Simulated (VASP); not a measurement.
# TiO2 (R-3m) in VASP: notebook

TiO2 is run at these levels: LDA; tasks: single point.

Program: VASP 6.6.1. These are calculated values, not measurements. Logs are shortened: lines on timing, memory, paths and dates and some standing lists are left out, and cuts for length are marked.

### 1 The cell of the first run

The structure is trigonal, space group R-3m (No. 166). Conventional cell: a = 2.975 Å, b = 2.975 Å, c = 20.804 Å, α = 90.00°, β = 90.00°, γ = 120.00°. Ti (site symmetry -3m) has 6 O at 1.97 Å within 2.6 Å. O (site symmetry 3m) has 3 Ti at 1.97 Å and 3 O at 2.58 Å within 2.6 Å.

### 2 Single point, LDA (volume scaled by 0.98)

INCAR reads:

```
  PREC = Accurate
  ENCUT = 520
  EDIFF = 1E-6
  ISMEAR = -1
  SIGMA = 0.05
  LREAL = F
  LASPH = T
  NELM = 100
  ALGO = Normal
  ISIF = 2
  LWAVE = F
  LCHARG = T
  GGA = CA
  LELF = T
  LVHAR = T
  NBANDS = 19
```

KPOINTS reads:

```
Automatic mesh
0
Gamma
  10 10 10
```

POSCAR reads:

```
TiO2
1.0
    1.4872816960      0.8586824875      6.9346869804
   -1.4872816960      0.8586824875      6.9346869804
    0.0000000000     -1.7173649751      6.9346869804
Ti O
1 2
Direct
    0.0000000000      0.0000000000      0.0000000000
    0.3795330000      0.3795330000      0.3795330000
    0.6204670000      0.6204670000      0.6204670000
```

Potentials or basis: VASP PAW LDA potentials, release 64 (Ti_sv, O).

Started as:

```console
> cat potpaw_LDA.64/Ti_sv/POTCAR potpaw_LDA.64/O/POTCAR > POTCAR
> mpirun -np 1 vasp_std > vasp.out
```

OUTCAR:

```text
PREC = Accurate
   ENCUT = 520
   EDIFF = 1E-6
   ISMEAR = -1
   LREAL = F
   LASPH = T
   NELM = 100
   ISIF = 2
   GGA = CA

 ion  position               nearest neighbor table
   1  0.000  0.000  0.000-   3 1.97   2 1.97   3 1.97   3 1.97   2 1.97   2 1.97
   2  0.380  0.380  0.380-   1 1.97   1 1.97   1 1.97
   3  0.620  0.620  0.620-   1 1.97   1 1.97   1 1.97

  LATTYP: Found a trigonal (rhomboedric) cell.
 ALAT       =     7.1441742682
 COS(alpha) =     0.9133213014

  Lattice vectors:

 A1 = (   1.4872816960,   0.8586824875,   6.9346869804)
 A2 = (  -1.4872816960,   0.8586824875,   6.9346869804)
 A3 = (   0.0000000000,  -1.7173649751,   6.9346869804)

Analysis of symmetry for initial positions (statically):
=====================================================================
 Subroutine PRICEL returns:
 Original cell was already a primitive cell.

 Routine SETGRP: Setting up the symmetry group for a
 trigonal (rhombohedral) supercell.

 Subroutine GETGRP returns: Found 12 space group operations
 (whereof 12 operations were pure point group operations)
 out of a pool of 12 trial point group operations.

The static configuration has the point symmetry D_3d.

Analysis of symmetry for dynamics (positions and initial velocities):
=====================================================================
 Subroutine PRICEL returns:
 Original cell was already a primitive cell.

 Routine SETGRP: Setting up the symmetry group for a
 trigonal (rhombohedral) supercell.

 Subroutine GETGRP returns: Found 12 space group operations
 (whereof 12 operations were pure point group operations)
 out of a pool of 12 trial point group operations.

The dynamic configuration has the point symmetry D_3d.

 Subroutine INISYM returns: Found 12 space group operations
 (whereof 12 operations are pure point group operations),
 and found     1 'primitive' translations

----------------------------------------------------------------------------------------

                                     Primitive cell

  volume of cell :      53.1378

  direct lattice vectors                    reciprocal lattice vectors
     1.487281696  0.858682487  6.934686980     0.336183792  0.194095803  0.048067538
    -1.487281696  0.858682487  6.934686980    -0.336183792  0.194095803  0.048067538
     0.000000000 -1.717364975  6.934686980     0.000000000 -0.388191605  0.048067538

  length of vectors
[... 76 lines left out ...]
   ISTART =      0    job   : 0-new  1-cont  2-samecut
   ICHARG =      2    charge: 1-file 2-atom 10-const
   ISPIN  =      1    spin polarized calculation?
   LNONCOLLINEAR =      F non collinear calculations
   LSORBIT =      F    spin-orbit coupling
   LASPH  =      T    aspherical Exc in radial PAW
   ENCUT  =  520.0 eV  38.22 Ry    6.18 a.u.  13.28 13.28 13.28*2*pi/ulx,y,z
   NELM   =    100;   NELMIN=  2; NELMDL= -5     # of ELM steps
   EDIFF  = 0.1E-05   stopping-criterion for ELM
   LREAL  =      F    real-space projection
   EDIFFG = 0.1E-04   stopping-criterion for IOM
   NSW    =      0    number of steps for IOM
   IBRION =     -1    ionic relax: 0-MD 1-quasi-New 2-CG
   NFREE  =      0    steps in history (QN), initial steepest desc. (CG)
   ISIF   =      2    stress and relaxation
   ISYM   =      2    0-nonsym 1-usesym 2-fastsym
   POTIM  = 0.5000    time-step for ionic-motion
   TEBEG  =    0.0;   TEEND  =   0.0 temperature during run
   PSTRESS=    0.0 pullay stress
   NELECT =      24.0000    total number of electrons
   NUPDOWN=      -1.0000    fix difference up-down
   EMIN   =  10.00;   EMAX   =-10.00  energy-range for DOS
   EFERMI =   0.00;   METHOD = LEGACY
   ISMEAR =    -1;   SIGMA  =   0.05  broadening in eV -4-tet -1-fermi 0-gaus
   EFERMI_NEDOS =   21; number of points for ismear=-14 and -15
   IALGO  =     38    algorithm
   IMIX   =      4    mixing-type and parameters
     AMIX     =   0.40;   BMIX     =  1.00
     AMIX_MAG =   1.60;   BMIX_MAG =  1.00
  volume/ion in A,a.u.               =      17.71       119.53
  Fermi-wavevector in a.u.,A,eV,Ry     =   1.256061  2.373610 21.465752  1.577688
  Thomas-Fermi vector in A             =   2.389787
   LORBIT       =      0    0 simple, 1 ext, 2 COOP (PROOUT), +10 PAW based schemes
   GGA     = CA    functional components
   LHFCALC =     F    Hartree Fock is set to
   AEXX    =    0.0000 exact exchange contribution
   IVDW    =     0    specifies the selected vdW correction
   LEPSILON=     F    determine dielectric tensor
   LRPA    =     F    only Hartree local field effects (RPA)
 non-spin polarized calculation
  energy-cutoff  :      520.00
  volume of cell :       53.14
 maximum number of plane-waves:      1465
 NGX is ok and might be reduce to    54
   NGX = 27   NGY = 27   NGZ = 27

 number of electron      24.0000008 magnetization

 Free energy of the ion-electron system (eV)
  ---------------------------------------------------
  ext. energy  EPLUGINS =         0.00000000
  ---------------------------------------------------
  free energy    TOTEN  =       -28.81563594 eV

  energy without entropy =      -28.81563594  energy(sigma->0) =      -28.81563594

 E-fermi :  -0.0267     XC(G=0):  -8.1340

 val. band max:       -1.2994181779   @ k =  -0.2000   0.1000  -0.0000
 cond. band min:       1.3576020435   @ k =   0.0000   0.0000   0.0000
 fundamental gap:      2.6570202214
 Fermi energy:        -0.0267212679

 k-point     1 :       0.0000    0.0000    0.0000
  band No.  band energies     occupation
      1     -56.8821      2.00000
      2     -33.5389      2.00000
      3     -33.2569      2.00000
      4     -33.2569      2.00000
      5     -18.4700      2.00000
      6     -16.5871      2.00000
[... 505 lines left out ...]
      6     -16.9845      2.00000
[... 11 lines left out ...]
     18       9.0944      0.00000
     19      10.7709      0.00000

 [... further k-points ...]
[... 5 lines left out ...]
  --------------------------------------------------------------------------------------
  -------------------------------------------------------------------------------------
  Total       -1.7416486     -1.7416486     -0.9415084      0.0000000      0.0000000      0.0000000
  in kB      -52.5130410    -52.5130410    -28.3877406      0.0000000      0.0000000      0.0000000
  external PRESSURE =     -44.4712742 kB  Pullay stress =       0.0000000 kB

 VOLUME and BASIS-vectors are now :
 -----------------------------------------------------------------------------
  energy-cutoff  :      520.00
  volume of cell :       53.14
      direct lattice vectors                 reciprocal lattice vectors
     1.487281696  0.858682487  6.934686980     0.336183792  0.194095803  0.048067538
    -1.487281696  0.858682487  6.934686980    -0.336183792  0.194095803  0.048067538
     0.000000000 -1.717364975  6.934686980     0.000000000 -0.388191605  0.048067538

 POSITION                                       TOTAL-FORCE (eV/Angst)
 -----------------------------------------------------------------------------------
      0.00000      0.00000      0.00000         0.000000     -0.000000     -0.000000
      0.00000     -0.00000      7.89583         0.000000      0.000000     -0.465063
      0.00000     -0.00000     12.90823         0.000000     -0.000000      0.465063
 -----------------------------------------------------------------------------------
    total drift:                                0.000000     -0.000000     -0.000000

  FREE ENERGIE OF THE ION-ELECTRON SYSTEM (eV)
  ---------------------------------------------------
  free  energy   TOTEN  =       -28.8156359365 eV

  energy  without entropy=      -28.8156359365  energy(sigma->0) =      -28.81563594
```

Wall time 5.2 min (1 thread of Intel Xeon 6975P-C (Granite Rapids), shared host); peak memory 0.36 GiB.

Results:

| Property | Result |
| --- | --- |
| Free energy | -28.8156 eV |
| Pressure | -4.4 GPa |
| Largest force | 0.465 eV/Å |
| Band gap on the k mesh | 2.66 eV, indirect (least direct gap 2.83 eV) |

Forces on the atoms (eV/Å):
```
Ti   0.000  0.000  0.000
O    0.000  0.000 -0.465
O    0.000  0.000  0.465
```

Levels at points of the mesh, in eV from the valence-band top:
| k point | band 9 | band 10 | band 11 | band 12 | band 13 | band 14 | band 15 | band 16 |
| --- | --- | --- | --- | --- | --- | --- | --- | --- |
| (0.00, 0.00, 0.00) | -3.70 | -0.67 | -0.17 | -0.17 | 2.66 | 2.66 | 4.43 | 7.00 |
| (0.50, 0.00, 0.00) | -2.58 | -1.72 | -1.21 | -0.66 | 2.92 | 3.73 | 3.82 | 6.48 |
| (0.50, 0.50, 0.00) | -2.59 | -1.73 | -1.21 | -0.65 | 2.92 | 3.73 | 3.82 | 6.47 |
| (0.50, 0.50, 0.50) | -3.70 | -0.73 | -0.17 | -0.17 | 2.66 | 2.66 | 4.44 | 7.00 |

Caveat: the cell differs from its parent crystal (volume scaled by 0.98). A k mesh can miss the band edges.

### 3 Single point, LDA

This run uses another cell than the first one, of 18.07 Å³/atom, 1.020 times its volume.

INCAR, as its differences from that of step 2:

```diff
@@ -11,6 +11,4 @@
   LWAVE = F
-  LCHARG = T
+  LCHARG = F
   GGA = CA
-  LELF = T
-  LVHAR = T
   NBANDS = 19
```

KPOINTS reads:

```
regular mesh
0
Gamma
  10 10 10
```

POSCAR reads:

```
TiO2
1.0
    1.4973312015      0.8644845722      6.9815443949
   -1.4973312015      0.8644845722      6.9815443949
    0.0000000000     -1.7289691445      6.9815443949
Ti O
1 2
Direct
    0.0000000000      0.0000000000      0.0000000000
    0.3795330000      0.3795330000      0.3795330000
    0.6204670000      0.6204670000      0.6204670000
```

Potentials or basis: VASP PAW LDA potentials, release 64 (Ti_sv, O).

Started as:

```console
> cat potpaw_LDA.64/Ti_sv/POTCAR potpaw_LDA.64/O/POTCAR > POTCAR
> mpirun -np 1 vasp_std > vasp.out
```

Wall time 5.7 min (1 thread of Intel Xeon 6975P-C (Granite Rapids), shared host); peak memory 0.38 GiB.

It converged, with:

- Free energy: -28.7779 eV
- Pressure: -6.9 GPa
- Largest force: 0.750 eV/Å
- Band gap on the k mesh: 2.60 eV, indirect (least direct gap 2.77 eV)

Forces in eV/Å, atoms in the order of the input:
```
Ti   0.000  0.000  0.000
O    0.000  0.000 -0.750
O    0.000  0.000  0.750
```

Stress tensor (GPa, compression positive):
```
-8.13  0.00  0.00
 0.00 -8.13  0.00
 0.00  0.00 -4.47
```

Levels at points of the mesh, in eV from the valence-band top:
```
           k point  band 9  band 10  band 11  band 12  band 13  band 14  band 15  band 16
(0.00, 0.00, 0.00)   -3.62    -0.64    -0.18    -0.18     2.60     2.60     4.31     6.83
(0.50, 0.00, 0.00)   -2.56    -1.68    -1.21    -0.65     2.85     3.64     3.72     6.29
(0.50, 0.50, 0.00)   -2.56    -1.69    -1.21    -0.64     2.85     3.64     3.72     6.28
(0.50, 0.50, 0.50)   -3.62    -0.70    -0.18    -0.18     2.60     2.60     4.32     6.83
```

A k mesh can miss the band edges. A hybrid or GW would open this gap; LDA tends to underestimate it.

### 4 Single point, LDA (volume scaled by 1.06)

INCAR reads:

```
PREC     = Accurate       # precision mode
ENCUT    = 520            # plane-wave cutoff, eV
EDIFF    = 1E-6           # SCF threshold, eV
ISMEAR   = -1             # smearing method
SIGMA    = 0.05           # smearing width, eV
LREAL    = F              # projectors in reciprocal space
LASPH    = T              # aspherical terms in the spheres
NELM     = 100            # most SCF steps
ALGO     = Normal         # electronic algorithm
ISIF     = 2              # what is computed and relaxed
LWAVE    = F              # write WAVECAR
LCHARG   = F              # write CHGCAR
GGA      = CA             # functional
NBANDS   = 19             # bands
```

KPOINTS is that of step 3.

POSCAR reads:

```
TiO2
1.0
    1.5266980925      0.8814395546      7.1184721853
   -1.5266980925      0.8814395546      7.1184721853
    0.0000000000     -1.7628791093      7.1184721853
Ti O
1 2
Direct
    0.0000000000      0.0000000000      0.0000000000
    0.3795330000      0.3795330000      0.3795330000
    0.6204670000      0.6204670000      0.6204670000
```

Potentials or basis: VASP PAW LDA potentials, release 64 (Ti_sv, O).

Started as:

```console
> cat potpaw_LDA.64/Ti_sv/POTCAR potpaw_LDA.64/O/POTCAR > POTCAR
> mpirun -np 1 vasp_std > vasp.out
```

OUTCAR:

```text
PREC = Accurate
   ENCUT = 520
   EDIFF = 1E-6
   ISMEAR = -1
   LREAL = F
   LASPH = T
   NELM = 100
   ISIF = 2
   GGA = CA

 ion  position               nearest neighbor table
   1  0.000  0.000  0.000-   3 2.02   2 2.02   3 2.02   3 2.02   2 2.02   2 2.02
   2  0.380  0.380  0.380-   1 2.02   1 2.02   1 2.02
   3  0.620  0.620  0.620-   1 2.02   1 2.02   1 2.02

  LATTYP: Found a trigonal (rhomboedric) cell.
 ALAT       =     7.3335113695
 COS(alpha) =     0.9133213014

  Lattice vectors:

[... 699 lines left out ...]
      6     -17.3300      2.00000
[... 11 lines left out ...]
     18       8.4356      0.00000
     19       9.7905      0.00000

 [... further k-points ...]
[... 5 lines left out ...]
  --------------------------------------------------------------------------------------
  -------------------------------------------------------------------------------------
  Total       -5.3700828     -5.3700828     -2.9661212      0.0000000      0.0000000      0.0000000
  in kB     -149.6951813   -149.6951812    -82.6829053      0.0000000      0.0000000      0.0000000
  external PRESSURE =    -127.3577559 kB  Pullay stress =       0.0000000 kB

 VOLUME and BASIS-vectors are now :
 -----------------------------------------------------------------------------
  energy-cutoff  :      520.00
  volume of cell :       57.48
      direct lattice vectors                 reciprocal lattice vectors
     1.526698092  0.881439555  7.118472185     0.327504175  0.189084624  0.046826527
    -1.526698092  0.881439555  7.118472185    -0.327504175  0.189084624  0.046826527
     0.000000000 -1.762879109  7.118472185     0.000000000 -0.378169248  0.046826527

 POSITION                                       TOTAL-FORCE (eV/Angst)
 -----------------------------------------------------------------------------------
      0.00000      0.00000      0.00000         0.000000     -0.000000     -0.000000
      0.00000     -0.00000      8.10509         0.000000      0.000000     -1.477590
      0.00000     -0.00000     13.25033         0.000000     -0.000000      1.477590
 -----------------------------------------------------------------------------------
    total drift:                                0.000000      0.000000      0.000000

  FREE ENERGIE OF THE ION-ELECTRON SYSTEM (eV)
  ---------------------------------------------------
  free  energy   TOTEN  =       -28.5778217328 eV

  energy  without entropy=      -28.5778217328  energy(sigma->0) =      -28.57782173
```

It took 6.9 min on 1 thread of Intel Xeon 6975P-C (Granite Rapids), shared host; peak memory 0.4 GiB.

Results:

```
Free energy            : -28.5778 eV
Pressure               : -12.7 GPa
Largest force          : 1.478 eV/Å
Band gap on the k mesh : 2.42 eV, indirect (least direct gap 2.62 eV)
```

Forces on the atoms (eV/Å):
```
Ti   0.000  0.000  0.000
O    0.000  0.000 -1.478
O    0.000  0.000  1.478
```

Levels at points of the mesh, in eV from the valence-band top:
```
           k point  band 9  band 10  band 11  band 12  band 13  band 14  band 15  band 16
(0.00, 0.00, 0.00)   -3.40    -0.55    -0.20    -0.20     2.42     2.42     3.98     6.34
(0.50, 0.00, 0.00)   -2.48    -1.58    -1.20    -0.61     2.65     3.37     3.43     5.77
(0.50, 0.50, 0.00)   -2.48    -1.59    -1.20    -0.60     2.65     3.37     3.43     5.76
(0.50, 0.50, 0.50)   -3.40    -0.60    -0.20    -0.20     2.42     2.42     3.98     6.34
```

Caveat: the cell differs from its parent crystal (volume scaled by 1.06); forces of over 1 eV/Å act on the atoms, so gaps and moduli don't describe the material at rest. A k mesh can miss the band edges.

### 5 Summary

| cell | gap on the mesh (eV) | pressure (GPa) | largest force (eV/Å) |
| --- | --- | --- | --- |
| a = 7.144 Å, angles 24.0°, 3 atoms | 2.66 | -4.4 | 0.47 |
| a = 7.192 Å, angles 24.0°, 3 atoms | 2.60 | -6.9 | 0.75 |
| a = 7.334 Å, angles 24.0°, 3 atoms | 2.42 | -12.7 | 1.48 |

Alike in all rows: task single point; level LDA; potentials or basis VASP PAW LDA potentials, release 64 (Ti_sv, O); no spin polarisation; k mesh 10 × 10 × 10; cutoff (eV) 520; smearing fermi-dirac 0.05 eV.

Caveats: forces of over 1 eV/Å act on the atoms, so gaps and moduli don't describe the material at rest (some runs).

Absolute energies hang on the potentials; compare differences alone.
